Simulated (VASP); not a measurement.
**AlC2: single point with PBE+D4**

The system is AlC2.

```
CELL_PARAMETERS angstrom
2.09026 -2.70062 0.00000
2.09026 2.70062 0.00000
0.00000 0.00000 6.24385
ATOMIC_POSITIONS crystal
Al 0.25000 0.75000 0.33462
Al 0.75000 0.25000 0.66538
C 0.91423 0.41423 0.10082
C 0.58577 0.08577 0.10082
C 0.08577 0.58577 0.89918
C 0.41423 0.91423 0.89918
```

```yaml
Program: VASP 6.6.1
Task: single point
Functional: PBE
Dispersion: D4
Potentials_or_basis: VASP PAW PBE potentials, release 64 (Al, C)
Cutoff: 520 eV
k_mesh: 12 × 12 × 6
Occupations: gaussian, width 0.1 eV
Spin: no spin polarisation
```

```
Pressure                   : -2.8 GPa
Largest force              : 0.039 eV/Å
Band gap on the k mesh     : zero (bands 11 and 12 overlap by 2.24 eV)
Dispersion energy per atom : -0.237 eV
```

Forces in eV/Å, atoms in the order of the input:
```
Al   0.000  0.000 -0.033
Al   0.000  0.000  0.033
C    0.028  0.000  0.028
C   -0.028  0.000  0.028
C   -0.028  0.000 -0.028
C    0.028  0.000 -0.028
```

Stress tensor (GPa, compression positive):
```
-2.58  0.00  0.00
 0.00 -2.96  0.00
 0.00  0.00 -2.77
```

Levels at points of the mesh, in eV from the Fermi level:
```csv
k point,band 8,band 9,band 10,band 11,band 12,band 13,band 14,band 15
"(0.00, 0.00, 0.00)",-2.17,-1.42,-1.04,0.41,0.41,2.73,4.41,5.64
"(0.50, 0.00, 0.00)",-3.98,-3.02,-3.02,0.26,0.26,2.66,2.66,6.02
"(0.50, 0.50, 0.00)",-3.99,-2.61,-1.47,-1.18,0.74,1.46,3.51,3.90
"(0.00, 0.00, 0.50)",-2.89,-2.17,-1.00,0.44,0.84,3.85,4.84,5.47
"(0.50, 0.00, 0.50)",-3.80,-2.33,-2.33,-1.57,-1.57,2.74,2.74,6.17
"(0.50, 0.50, 0.50)",-3.51,-2.83,-1.00,-0.50,0.76,1.97,2.33,3.52
```

Wall time 5.8 min on 1 thread of Intel Xeon 8259CL (shared host), peak memory 0.32 GiB.
